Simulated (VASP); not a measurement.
Wanted: the native input for a VASP 6.6.1 run.

```yaml
Task: single point
Functional: PBE
Potentials_or_basis: VASP PAW PBE potentials, release 64 (Si, C)
Cutoff: 520 eV
k_mesh: 12 × 12 × 12
Occupations: gaussian, width 0.02 eV
Spin: no spin polarisation
Dipole_correction: no
Further_INCAR_settings: ALGO = Normal; EDIFF = 1e-06; NBANDS = 11
```

The structure of SiC lies in POSCAR:

```
SiC
1.0
    0.0000000000      2.1740000000      2.1740000000
    2.1740000000      0.0000000000      2.1740000000
    2.1740000000      2.1740000000      0.0000000000
Si C
1 1
Direct
    0.0530634775      0.0212465501     -0.0855473781
    0.7500000000      0.7500000000      0.7500000000
```

This cell differs from its parent crystal: one atom moved.

The input as run:

INCAR

```
SYSTEM = SiC
PREC     = Accurate       ! precision mode
ENCUT    = 520            ! plane-wave cutoff, eV
EDIFF    = 1E-6           ! SCF threshold, eV
ISMEAR   = 0              ! smearing method
SIGMA    = 0.02           ! smearing width, eV
LREAL    = .False.        ! projectors in reciprocal space
LASPH    = .True.         ! aspherical terms in the spheres
NELM     = 100            ! most SCF steps
ALGO     = Normal         ! electronic algorithm
ISIF     = 2              ! what is computed and relaxed
LWAVE    = .False.        ! write WAVECAR
LCHARG   = .False.        ! write CHGCAR
GGA      = PE             ! functional
NBANDS   = 11             ! bands
```

KPOINTS

```
Automatic mesh
0
Gamma
  12 12 12
  0 0 0
```

Potentials or basis: VASP PAW PBE potentials, release 64 (Si, C).

The run is started by

```sh
$ cat potpaw_PBE.64/Si/POTCAR potpaw_PBE.64/C/POTCAR > POTCAR
$ mpirun -np 1 vasp_std > vasp.out
```

It gave:

| Item | Value |
| --- | --- |
| Pressure | 9.5 GPa |
| Largest force | 3.284 eV/Å |
| Band gap on the k mesh | 0.22 eV (least direct gap 4.02 eV) |

Caveat: the cell differs from its parent crystal (one atom moved); the cell stands under pressure; forces of over 1 eV/Å act on the atoms, so gaps and moduli don't describe the material at rest.

Wall time 2.2 min on 1 thread of Intel Xeon 8259CL, on a shared host, peak memory 0.29 GiB.
